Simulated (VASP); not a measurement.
# CuGe (Cmcm) in VASP: a series of runs

The runs below take CuGe through single point, relaxation of cell and atoms, with PBE.

Program: VASP 6.6.1. These are calculated values, not measurements. Logs are shortened: lines on timing, memory, paths and dates and some standing lists are left out, and cuts for length are marked.

### 1 The cell of the first run

Symmetry: Cmcm, No. 63, orthorhombic system. The conventional cell has a = 3.606 Å, b = 8.428 Å, c = 4.159 Å, α = 90.00°, β = 90.00°, γ = 90.00°. Within 3.2 Å of Cu (site symmetry m2m) lie 7 Ge at 2.45 to 2.77 Å and 2 Cu at 2.51 Å. Ge (site symmetry m2m) has 7 Cu at 2.45 to 2.77 Å and 2 Ge at 2.96 Å within 3.2 Å.

### 2 Single point, PBE

File INCAR:

```
SYSTEM = CuGe
PREC = Accurate ; ENCUT = 520
EDIFF = 1E-6 ; ISMEAR = 0
SIGMA = 0.1 ; LREAL = .False.
LASPH = .True. ; NELM = 80
ALGO = Normal ; ISIF = 2
LWAVE = .False. ; LCHARG = .True.
GGA = PE ; LELF = .True.
LVHAR = .True. ; NBANDS = 33
```

File KPOINTS:

```
Automatic mesh
0
Gamma
  4 4 6
  0 0 0
```

File POSCAR:

```
CuGe
1.0
    1.8031658214     -4.2141072968      0.0000000000
    1.8031658214      4.2141072968      0.0000000000
    0.0000000000      0.0000000000      4.1593604746
Cu Ge
2 2
Direct
    0.5838049537      0.4161950463      0.2500000000
    0.4161950463      0.5838049537      0.7500000000
    0.8749486742      0.1250513258      0.2500000000
    0.1250513258      0.8749486742      0.7500000000
```

Potentials or basis: VASP PAW PBE potentials, release 64 (Cu, Ge_d).

Launch:

```
$ cat potpaw_PBE.64/Cu/POTCAR potpaw_PBE.64/Ge_d/POTCAR > POTCAR
$ mpirun -np 1 vasp_std > vasp.out
```

OUTCAR:

```text
SYSTEM = CuGe
   PREC = Accurate
   ENCUT = 520
   EDIFF = 1E-6
   ISMEAR = 0
   LREAL = .False.
   LASPH = .True.
   NELM = 80
   ISIF = 2
   GGA = PE

 ion  position               nearest neighbor table
   1  0.584  0.416  0.250-   3 2.45   2 2.51   2 2.51   3 2.52   3 2.52   4 2.77   4 2.77   4 2.77
                             4 2.77
   2  0.416  0.584  0.750-   4 2.45   1 2.51   1 2.51   4 2.52   4 2.52   3 2.77   3 2.77   3 2.77
                             3 2.77
   3  0.875  0.125  0.250-   1 2.45   1 2.52   1 2.52   2 2.77   2 2.77   2 2.77   2 2.77
   4  0.125  0.875  0.750-   2 2.45   2 2.52   2 2.52   1 2.77   1 2.77   1 2.77   1 2.77

  LATTYP: Found a base centered orthorhombic cell.
 ALAT       =     3.6063316428
 B/A-ratio  =     2.3370603229
 C/A-ratio  =     1.1533494106

  Lattice vectors:

 A1 = (   1.8031658214,  -4.2141072968,   0.0000000000)
 A2 = (   1.8031658214,   4.2141072968,   0.0000000000)
 A3 = (   0.0000000000,   0.0000000000,   4.1593604746)

Analysis of symmetry for initial positions (statically):
=====================================================================
 Subroutine PRICEL returns:
 Original cell was already a primitive cell.

 Routine SETGRP: Setting up the symmetry group for a
 base centered orthorhombic supercell.

 Subroutine GETGRP returns: Found  8 space group operations
 (whereof  4 operations were pure point group operations)
 out of a pool of  8 trial point group operations.

The static configuration has the point symmetry C_2h.
 The point group associated with its full space group is D_2h.

Analysis of symmetry for dynamics (positions and initial velocities):
=====================================================================
 Subroutine PRICEL returns:
 Original cell was already a primitive cell.

 Routine SETGRP: Setting up the symmetry group for a
 base centered orthorhombic supercell.

 Subroutine GETGRP returns: Found  8 space group operations
 (whereof  4 operations were pure point group operations)
 out of a pool of  8 trial point group operations.

The dynamic configuration has the point symmetry C_2h.
 The point group associated with its full space group is D_2h.

 Subroutine INISYM returns: Found  8 space group operations
 (whereof  4 operations are pure point group operations),
 and found     1 'primitive' translations

----------------------------------------------------------------------------------------

                                     Primitive cell

  volume of cell :      63.2117

  direct lattice vectors                    reciprocal lattice vectors
     1.803165821 -4.214107297  0.000000000     0.277290083 -0.118649091  0.000000000
     1.803165821  4.214107297  0.000000000     0.277290083  0.118649091  0.000000000
     0.000000000  0.000000000  4.159360475     0.000000000  0.000000000  0.240421576

  length of vectors
     4.583678358  4.583678358  4.159360475     0.301608019  0.301608019  0.240421576

  position of ions in fractional coordinates (direct lattice)
     0.583804954  0.416195046  0.250000000
     0.416195046  0.583804954  0.750000000
     0.874948674  0.125051326  0.250000000
     0.125051326  0.874948674  0.750000000

  ion indices of the primitive-cell ions
   primitive index   ion index
                 1           1
                 2           2
                 3           3
                 4           4

----------------------------------------------------------------------------------------

 KPOINTS: Automatic mesh

Automatic generation of k-mesh.
 Grid dimensions read from file:
 generate k-points for:    4    4    6

 Generating k-lattice:

  Cartesian coordinates                     Fractional coordinates (reciprocal lattice)
     0.069322521 -0.029662273  0.000000000     0.250000000  0.000000000  0.000000000
     0.069322521  0.029662273  0.000000000     0.000000000  0.250000000  0.000000000
     0.000000000  0.000000000  0.040070263     0.000000000  0.000000000  0.166666667

  Length of vectors
     0.075402005  0.075402005  0.040070263

  Shift w.r.t. Gamma in fractional coordinates (k-lattice)
     0.000000000  0.000000000  0.000000000

 Subroutine IBZKPT returns following result:
 ===========================================

 Found     28 irreducible k-points:

 Following reciprocal coordinates:
            Coordinates               Weight
  0.000000  0.000000  0.000000      1.000000
  0.250000  0.000000  0.000000      4.000000
  0.500000  0.000000  0.000000      2.000000
  0.250000  0.250000  0.000000      2.000000
  0.500000  0.250000  0.000000      4.000000
 -0.250000  0.250000  0.000000      2.000000
[... 16 lines left out ...]
  0.250000  0.000000  0.500000      4.000000
  0.500000  0.000000  0.500000      2.000000
 [... further k-points ...]
   k-points           NKPTS =     28   k-points in BZ     NKDIM =     28   number of bands    NBANDS=     33
   number of dos      NEDOS =    301   number of ions     NIONS =      4
   total plane-waves  NPLWV =  41472
   dimension x,y,z NGX =    36 NGY =   36 NGZ =   32
   dimension x,y,z NGXF=    72 NGYF=   72 NGZF=   64
   ions per type =               2   2
   NGX,Y,Z   is equivalent  to a cutoff of  13.06, 13.06, 12.79 a.u.
   NGXF,Y,Z  is equivalent  to a cutoff of  26.11, 26.11, 25.58 a.u.
 SYSTEM =  CuGe
   PREC   = accura    normal or accurate (medium, high low for compatibility)
   ISTART =      0    job   : 0-new  1-cont  2-samecut
   ICHARG =      2    charge: 1-file 2-atom 10-const
   ISPIN  =      1    spin polarized calculation?
   LNONCOLLINEAR =      F non collinear calculations
   LSORBIT =      F    spin-orbit coupling
   LASPH  =      T    aspherical Exc in radial PAW
   ENCUT  =  520.0 eV  38.22 Ry    6.18 a.u.   8.52  8.52  7.73*2*pi/ulx,y,z
   NELM   =     80;   NELMIN=  2; NELMDL= -5     # of ELM steps
   EDIFF  = 0.1E-05   stopping-criterion for ELM
   LREAL  =      F    real-space projection
   EDIFFG = 0.1E-04   stopping-criterion for IOM
   NSW    =      0    number of steps for IOM
   IBRION =     -1    ionic relax: 0-MD 1-quasi-New 2-CG
   NFREE  =      0    steps in history (QN), initial steepest desc. (CG)
   ISIF   =      2    stress and relaxation
   ISYM   =      2    0-nonsym 1-usesym 2-fastsym
   POTIM  = 0.5000    time-step for ionic-motion
   TEBEG  =    0.0;   TEEND  =   0.0 temperature during run
   PSTRESS=    0.0 pullay stress
   NELECT =      50.0000    total number of electrons
   NUPDOWN=      -1.0000    fix difference up-down
   EMIN   =  10.00;   EMAX   =-10.00  energy-range for DOS
   EFERMI =   0.00;   METHOD = LEGACY
   ISMEAR =     0;   SIGMA  =   0.10  broadening in eV -4-tet -1-fermi 0-gaus
   EFERMI_NEDOS =   21; number of points for ismear=-14 and -15
   IALGO  =     38    algorithm
   IMIX   =      4    mixing-type and parameters
     AMIX     =   0.40;   BMIX     =  1.00
     AMIX_MAG =   1.60;   BMIX_MAG =  1.00
  volume/ion in A,a.u.               =      15.80       106.64
  Fermi-wavevector in a.u.,A,eV,Ry     =   1.514022  2.861087 31.188132  2.292263
  Thomas-Fermi vector in A             =   2.623735
   LORBIT       =      0    0 simple, 1 ext, 2 COOP (PROOUT), +10 PAW based schemes
   GGA     = PE    functional components
   LHFCALC =     F    Hartree Fock is set to
   AEXX    =    0.0000 exact exchange contribution
   IVDW    =     0    specifies the selected vdW correction
   LEPSILON=     F    determine dielectric tensor
   LRPA    =     F    only Hartree local field effects (RPA)
 non-spin polarized calculation
 Gauss-broadening in eV      SIGMA  =   0.10
  energy-cutoff  :      520.00
  volume of cell :       63.21
 maximum number of plane-waves:      1710
 NGX is ok and might be reduce to    36
   NGX = 17   NGY = 17   NGZ = 15

 number of electron      50.0000017 magnetization

 Free energy of the ion-electron system (eV)
  ---------------------------------------------------
  ext. energy  EPLUGINS =         0.00000000
  ---------------------------------------------------
  free energy    TOTEN  =       -16.00057165 eV

  energy without entropy =      -15.99806225  energy(sigma->0) =      -15.99931695

 E-fermi :   6.8091     XC(G=0): -11.6192

 val. band max:        6.5428458014   @ k =   0.5000   0.2500   0.0000
 cond. band min:       6.8608694442   @ k =  -0.2500   0.2500   0.0000
 fundamental gap:      0.3180236428
 Fermi energy:         6.8091479808

 k-point     1 :       0.0000    0.0000    0.0000
  band No.  band energies     occupation
      1     -17.8522      2.00000
      2     -17.8500      2.00000
      3     -17.8394      2.00000
      4     -17.8340      2.00000
      5     -17.8277      2.00000
      6     -17.7991      2.00000
[... 25 lines left out ...]
     32      15.2515      0.00000
     33      15.6589      0.00000

 k-point     2 :       0.2500    0.0000    0.0000
  band No.  band energies     occupation
      1     -17.8486      2.00000
      2     -17.8474      2.00000
      3     -17.8388      2.00000
      4     -17.8349      2.00000
      5     -17.8255      2.00000
      6     -17.8041      2.00000
[... 25 lines left out ...]
     32      14.9491      0.00000
     33      15.6267      0.00000

 k-point     3 :       0.5000    0.0000    0.0000
  band No.  band energies     occupation
      1     -17.8457      2.00000
      2     -17.8453      2.00000
      3     -17.8426      2.00000
      4     -17.8310      2.00000
      5     -17.8227      2.00000
      6     -17.8091      2.00000
[... 25 lines left out ...]
     32      13.5364      0.00000
     33      14.4102      0.00000

 k-point     4 :       0.2500    0.2500    0.0000
  band No.  band energies     occupation
      1     -17.8518      2.00000
      2     -17.8423      2.00000
      3     -17.8340      2.00000
      4     -17.8313      2.00000
      5     -17.8281      2.00000
      6     -17.8088      2.00000
[... 25 lines left out ...]
     32      15.5739      0.00000
     33      16.0701      0.00000

 k-point     5 :       0.5000    0.2500    0.0000
  band No.  band energies     occupation
      1     -17.8477      2.00000
      2     -17.8423      2.00000
      3     -17.8381      2.00000
      4     -17.8368      2.00000
      5     -17.8209      2.00000
      6     -17.8098      2.00000
[... 604 lines left out ...]
 k-point    22 :       0.0000    0.0000    0.5000
  band No.  band energies     occupation
      1     -17.8431      2.00000
      2     -17.8431      2.00000
      3     -17.8379      2.00000
      4     -17.8379      2.00000
      5     -17.8111      2.00000
      6     -17.8111      2.00000
[... 25 lines left out ...]
     32      13.0349      0.00000
     33      14.0627      0.00000

 k-point    23 :       0.2500    0.0000    0.5000
  band No.  band energies     occupation
      1     -17.8403      2.00000
      2     -17.8403      2.00000
      3     -17.8381      2.00000
      4     -17.8381      2.00000
      5     -17.8108      2.00000
      6     -17.8108      2.00000
[... 25 lines left out ...]
     32      16.2039      0.00000
     33      17.3689      0.00000

 k-point    24 :       0.5000    0.0000    0.5000
  band No.  band energies     occupation
      1     -17.8417      2.00000
      2     -17.8417      2.00000
      3     -17.8342      2.00000
      4     -17.8342      2.00000
      5     -17.8118      2.00000
      6     -17.8118      2.00000
[... 25 lines left out ...]
     32      15.3986      0.00000
     33      18.3288      0.00000

 [... further k-points ...]
[... 5 lines left out ...]
  --------------------------------------------------------------------------------------
  -------------------------------------------------------------------------------------
  Total        0.0528385      0.1142154      0.0162585      0.0000000     -0.0000000      0.0000000
  in kB        1.3392543      2.8949250      0.4120904      0.0000000     -0.0000000      0.0000000
  external PRESSURE =       1.5487565 kB  Pullay stress =       0.0000000 kB

 VOLUME and BASIS-vectors are now :
 -----------------------------------------------------------------------------
  energy-cutoff  :      520.00
  volume of cell :       63.21
      direct lattice vectors                 reciprocal lattice vectors
     1.803165821 -4.214107297  0.000000000     0.277290083 -0.118649091  0.000000000
     1.803165821  4.214107297  0.000000000     0.277290083  0.118649091  0.000000000
     0.000000000  0.000000000  4.159360475     0.000000000  0.000000000  0.240421576

 POSITION                                       TOTAL-FORCE (eV/Angst)
 -----------------------------------------------------------------------------------
      1.80317     -0.70633      1.03984         0.000000     -0.019112     -0.000000
      1.80317      0.70633      3.11952         0.000000      0.019112     -0.000000
      1.80317     -3.16015      1.03984         0.000000     -0.000381      0.000000
      1.80317      3.16015      3.11952         0.000000      0.000381     -0.000000
 -----------------------------------------------------------------------------------
    total drift:                                0.000000     -0.000000      0.000000

  FREE ENERGIE OF THE ION-ELECTRON SYSTEM (eV)
  ---------------------------------------------------
  free  energy   TOTEN  =       -16.0005716536 eV

  energy  without entropy=      -15.9980622451  energy(sigma->0) =      -15.99931695
```

It took 46 s on 1 thread of Intel Xeon Platinum 8488C (Sapphire Rapids), shared host; peak memory 0.21 GiB.

What came out:

```
Free energy            : -16.0006 eV
Pressure               : 0.2 GPa
Largest force          : 0.019 eV/Å
Band gap on the k mesh : zero (band 25 reaches 9.37 eV, above the bottom of band 26 at 4.64 eV)
```

Forces in eV/Å, atoms in the order of the input:
```
Cu   0.000 -0.019  0.000
Cu   0.000  0.019  0.000
Ge   0.000  0.000  0.000
Ge   0.000  0.000  0.000
```

Stress tensor (GPa, compression positive):
```
0.13 0.00 0.00
0.00 0.29 0.00
0.00 0.00 0.04
```

Levels at points of the mesh, in eV from the Fermi level:
| k point | band 23 | band 24 | band 25 | band 26 | band 27 | band 28 |
| --- | --- | --- | --- | --- | --- | --- |
| (0.00, 0.00, 0.00) | -2.06 | -1.76 | 0.69 | 1.26 | 2.77 | 3.20 |
| (0.50, 0.00, 0.00) | -2.24 | -1.89 | 1.01 | 1.22 | 1.96 | 2.04 |
| (0.50, 0.50, 0.00) | -0.97 | -0.91 | -0.72 | 0.40 | 0.97 | 4.36 |
| (0.00, 0.00, 0.50) | -0.75 | -0.75 | 0.36 | 0.36 | 3.40 | 3.40 |
| (0.50, 0.00, 0.50) | -2.52 | -2.52 | -1.99 | -1.99 | 1.05 | 1.05 |
| (0.50, 0.50, 0.50) | -2.27 | -2.27 | 2.01 | 2.01 | 4.22 | 4.22 |

Caveat: the k points lie up to 0.47 Å⁻¹ apart.

### 3 Single point, PBE

This run uses another cell than the first one, of 17.77 Å³/atom, 1.124 times its volume.

File INCAR:

```
SYSTEM = CuGe
PREC = Accurate
ENCUT = 520
EDIFF = 1E-6
ISMEAR = 0
SIGMA = 0.1
LREAL = .False.
LASPH = .True.
NELM = 80
ALGO = Normal
ISIF = 2
LWAVE = .False.
LCHARG = .False.
GGA = PE
NBANDS = 33
```

File KPOINTS:

```
regular mesh
0
Gamma
  6 6 6
  0 0 0
```

File POSCAR:

```
CuGe
1.0
    2.0698345305     -4.8679441736      0.0000000000
    2.0698345305      4.8679441736      0.0000000000
    0.0000000000      0.0000000000      3.5263847557
Cu Ge
2 2
Direct
    0.6400000000      0.3600000000      0.2500000000
    0.3600000000      0.6400000000      0.7500000000
    0.9300000000      0.0700000000      0.2500000000
    0.0700000000      0.9300000000      0.7500000000
```

Potentials or basis: VASP PAW PBE potentials, release 64 (Cu, Ge_d).

Launch:

```
$ cat potpaw_PBE.64/Cu/POTCAR potpaw_PBE.64/Ge_d/POTCAR > POTCAR
$ mpirun -np 1 vasp_std > vasp.out
```

Wall time 90 s (1 thread of Intel Xeon Platinum 8488C (Sapphire Rapids), shared host); peak memory 0.26 GiB.

The run converged. Its results:

```yaml
Free_energy: -14.0254 eV
Pressure: 1.9 GPa
Largest_force: 3.913 eV/Å
Band_gap_on_the_k_mesh: zero (band 25 reaches 7.00 eV, above the bottom of band 26 at 4.38 eV)
```

Forces on the atoms (eV/Å):
```
Cu   0.000 -0.282  0.000
Cu   0.000  0.282  0.000
Ge   0.000  3.913  0.000
Ge   0.000 -3.913  0.000
```

Stress tensor (GPa, compression positive):
```
-7.32  0.00  0.00
 0.00 -3.01  0.00
 0.00  0.00 16.00
```

Levels at points of the mesh, in eV from the Fermi level:
```csv
k point,band 22,band 23,band 24,band 25,band 26,band 27,band 28,band 29
"(0.00, 0.00, 0.00)",-2.10,-1.48,-1.27,-0.69,1.15,1.61,1.90,3.90
"(0.50, 0.00, 0.00)",-2.35,-2.14,-1.50,-0.02,1.85,2.45,3.91,5.96
"(0.50, 0.50, 0.00)",-2.24,-1.84,-0.68,0.31,1.83,1.99,3.57,4.38
"(0.00, 0.00, 0.50)",-2.13,-1.16,-1.16,0.39,0.39,1.80,1.80,4.17
"(0.50, 0.00, 0.50)",-2.14,-1.70,-1.70,-0.95,-0.95,0.97,0.97,5.39
"(0.50, 0.50, 0.50)",-2.20,-1.91,-1.91,1.36,1.36,2.98,2.98,5.63
```

Caveat: forces of over 1 eV/Å act on the atoms, so gaps and moduli don't describe the material at rest.

### 4 Single point, PBE

This run uses another cell than the first one, of 15.41 Å³/atom, 0.975 times its volume.

File INCAR:

```
SYSTEM = CuGe
PREC = Accurate ; ENCUT = 520
EDIFF = 1E-7 ; ISMEAR = 0
SIGMA = 0.1 ; LREAL = .FALSE.
LASPH = .TRUE. ; NELM = 80
ALGO = Normal ; ISIF = 2
LWAVE = .FALSE. ; LCHARG = .TRUE.
GGA = PE ; LELF = .TRUE.
LVHAR = .TRUE. ; NBANDS = 33
```

File KPOINTS:

```
Automatic mesh
0
G
  6 6 4
  0 0 0
```

File POSCAR:

```
CuGe
1.0
    1.6933189474     -4.4512509631      0.0000000000
    1.6933189474      4.4512509631      0.0000000000
    0.0000000000      0.0000000000      4.0882677890
Cu Ge
2 2
Direct
    0.5825105284      0.4174894716      0.2500000000
    0.4174894716      0.5825105284      0.7500000000
    0.8624217940      0.1375782060      0.2500000000
    0.1375782060      0.8624217940      0.7500000000
```

Launch:

```
$ cat potpaw_PBE.64/Cu/POTCAR potpaw_PBE.64/Ge_d/POTCAR > POTCAR
$ mpirun -np 1 vasp_std > vasp.out
```

Run time: 67 s. Hardware: 1 thread of Intel Xeon Platinum 8488C (Sapphire Rapids), shared host; peak memory 0.22 GiB.

It converged, with:

| Quantity | Value |
| --- | --- |
| Free energy | -15.9964 eV |
| Pressure | 0.3 GPa |
| Largest force | 0.017 eV/Å |
| Band gap on the k mesh | zero (band 25 reaches 10.40 eV, above the bottom of band 26 at 5.03 eV) |

Forces on the atoms (eV/Å):
```
Cu   0.000 -0.017  0.000
Cu   0.000  0.017  0.000
Ge   0.000 -0.003  0.000
Ge   0.000  0.003  0.000
```

Stress tensor (GPa, compression positive):
```
0.11 0.00 0.00
0.00 0.52 0.00
0.00 0.00 0.15
```

Levels at points of the mesh, in eV from the Fermi level:
```tsv
k point	band 22	band 23	band 24	band 25	band 26	band 27	band 28	band 29
(0.00, 0.00, 0.00)	-2.91	-2.27	-2.21	0.18	2.30	2.99	3.40	3.49
(0.50, 0.00, 0.00)	-2.85	-2.32	-2.06	1.39	1.86	1.92	2.04	4.04
(0.50, 0.50, 0.00)	-2.91	-0.91	-0.83	0.32	0.42	0.73	5.26	5.49
(0.00, 0.00, 0.50)	-2.96	-1.85	-1.85	0.00	0.00	4.16	4.16	6.76
(0.50, 0.00, 0.50)	-2.79	-2.61	-2.61	-2.01	-2.01	0.62	0.62	5.81
(0.50, 0.50, 0.50)	-3.05	-2.45	-2.45	3.05	3.05	4.91	4.91	6.62
```

Caveat: the k points lie up to 0.38 Å⁻¹ apart.

(Continued in part 2 of 3.)
